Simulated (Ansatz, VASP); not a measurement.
**InSb: VASP beside Ansatz**

The input INCAR:

```
PREC     = Accurate       # precision mode
ENCUT    = 520            # plane-wave cutoff, eV
EDIFF    = 1E-7           # SCF threshold, eV
ISMEAR   = 0              # smearing method
SIGMA    = 0.15           # smearing width, eV
LREAL    = F              # projectors in reciprocal space
LASPH    = T              # aspherical terms in the spheres
NELM     = 80             # most SCF steps
ALGO     = Normal         # electronic algorithm
ISIF     = 2              # what is computed and relaxed
LWAVE    = F              # write WAVECAR
LCHARG   = F              # write CHGCAR
GGA      = PE             # functional
NBANDS   = 16             # bands
```

KPOINTS

```
regular mesh
0
Gamma
  12 12 12
```

POSCAR

```
InSb
1.0
    0.0000000000      3.1905135000      3.2391000000
    3.1905135000      0.0000000000      3.2391000000
    3.1905135000      3.1905135000      0.0000000000
In Sb
1 1
Direct
    0.0000000000      0.0000000000      0.0000000000
    0.7500000000      0.7500000000      0.7500000000
```

Input for Ansatz:

```yaml
crystal:
  lattice:
    - [0.0, 3.1905135, 3.2391]
    - [3.1905135, 0.0, 3.2391]
    - [3.1905135, 3.1905135, 0.0]
  atoms:
    - { symbol: In, position: [0.0, 0.0, 0.0] }
    - { symbol: Sb, position: [0.75, 0.75, 0.75] }
basis:
  ecutwfc: 420
kpoints:
  mp_grid: { grid: [12, 12, 12] }
hamiltonian:
  xc: pbe
scf:
  occupations: { method: gaussian, width: 0.15 }
output:
  forces: true
  stress: true
  eigenvalues: true
```

Change from the starting cell: strain -0.015 along x and y, +0.000 along z, atoms carried along.

Alike in both runs: task single point; functional PBE; k mesh 12 × 12 × 12; occupations gaussian, width 0.15 eV; no spin polarisation.

```csv
,VASP,Ansatz
version,VASP 6.6.1,Ansatz 0.2.0
potentials or method,"VASP PAW PBE potentials, release 64 (In_d, Sb), cutoff 520 eV","scalar-relativistic, plane waves, PAW"
valence electrons in the cell,18,28
```

|  | VASP | Ansatz | Ansatz less VASP |
| --- | --- | --- | --- |
| gap on the k mesh at the Fermi level (eV) | none | none | - |
| pressure (GPa) | 4.8 | 4.8 | +0.02 |
| traceless stress, the component that is largest in VASP (GPa) | -0.26 | -0.26 | +0.001 |

A gap of «none» marks a metal or a gap that the smearing closes. VASP's potentials hold 18 valence electrons a cell and Ansatz's 28, so a difference there can come from the potentials and not from the codes.

Spin-orbit coupling is off throughout.
